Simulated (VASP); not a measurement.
Input of a VASP 6.6.1 run:

Contents of INCAR:

```
ALGO = Normal ; EDIFF = 1E-6
ENCUT = 520 ; GGA = CA
ISIF = 2 ; ISMEAR = -1
LASPH = True ; LCHARG = False
LREAL = False ; LWAVE = False
NBANDS = 17 ; NELM = 60
PREC = Accurate ; SIGMA = 0.1
```

The input KPOINTS:

```
k-points
0
Gamma
  10 10 10
```

POSCAR

```
Hf
1.0
    0.0000000000      3.1537994039      3.1537994039
    3.1537994039      0.0000000000      3.1537994039
    3.1537994039      3.1537994039      0.0000000000
Hf
2
Direct
    0.1250000000      0.1250000000      0.1250000000
    0.8750000000      0.8750000000      0.8750000000
```

Potentials or basis: VASP PAW LDA potentials, release 64 (Hf_pv).

Launch:

```console
$ cat potpaw_LDA.64/Hf_pv/POTCAR > POTCAR
$ mpirun -np 1 vasp_std > vasp.out
```

(1) What does it give for the pressure?

(2) What does it give for the band gap on the k mesh?

Results:

(1) -1.4 GPa.

(2) zero (band 10 reaches 2.27 eV, above the bottom of band 11 at 1.63 eV).

Caveat: spin-orbit coupling is left out, which moves the levels of the heavy elements.
